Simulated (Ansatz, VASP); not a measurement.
H2S in VASP and in Ansatz

Contents of INCAR:

```
PREC = Accurate
ENCUT = 520
EDIFF = 1E-6
ISMEAR = 0
SIGMA = 0.005
LREAL = False
LASPH = True
NELM = 100
ALGO = Normal
ISIF = 2
LWAVE = False
LCHARG = False
GGA = PE
IVDW = 12
IBRION = 2
NSW = 100
EDIFFG = -0.01
ISYM = 0
```

The input KPOINTS:

```
Automatic mesh
0
Gamma
  1 1 1
```

The input POSCAR:

```
H2S
1.0
   14.0000000000      0.0000000000      0.0000000000
    0.0000000000     14.5000000000      0.0000000000
    0.0000000000      0.0000000000     15.0000000000
S H
1 2
Direct
    0.4982104572      0.5345026285      0.5003087187
    0.4266767002      0.4654973715      0.4991264741
    0.5733232998      0.4698038059      0.5008735259
```

Input for Ansatz:

```yaml
crystal:
  lattice:
    - [14.0, 0.0, 0.0]
    - [0.0, 14.5, 0.0]
    - [0.0, 0.0, 15.0]
  atoms:
    - { symbol: S, position: [0.4982104572, 0.5345026285, 0.5003087187] }
    - { symbol: H, position: [0.4266767002, 0.4654973715, 0.4991264741] }
    - { symbol: H, position: [0.5733232998, 0.4698038059, 0.5008735259] }
  symmetry: { detect: false }
basis:
  ecutwfc: 420
kpoints:
  mp_grid: { grid: [1, 1, 1] }
hamiltonian:
  xc: pbe
  dispersion: d3bj
scf:
  occupations: { method: gaussian, width: 0.005 }
output:
  forces: true
  eigenvalues: true
relax:
  adjacent_minimum: "off"
  f_tol: 0.01
  max_steps: 120
```

Alike in both runs: task relaxation of the atoms; functional PBE; dispersion D3(BJ); k mesh 1 × 1 × 1; occupations gaussian, width 0.005 eV; no spin polarisation.

|  | VASP | Ansatz |
| --- | --- | --- |
| version | VASP 6.6.1 | Ansatz 0.2.0 |
| potentials or method | VASP PAW PBE potentials, release 64 (S, H), cutoff 520 eV | scalar-relativistic, plane waves, PAW |
| valence electrons in the cell | 8 | 8 |

VASP gave:

```
gap on the k mesh at the Fermi level, each at its own relaxed structure (eV) : 5.39
```

Task: Which values does Ansatz return?

Result: gap on the k mesh at the Fermi level, each at its own relaxed structure (eV): 5.36.
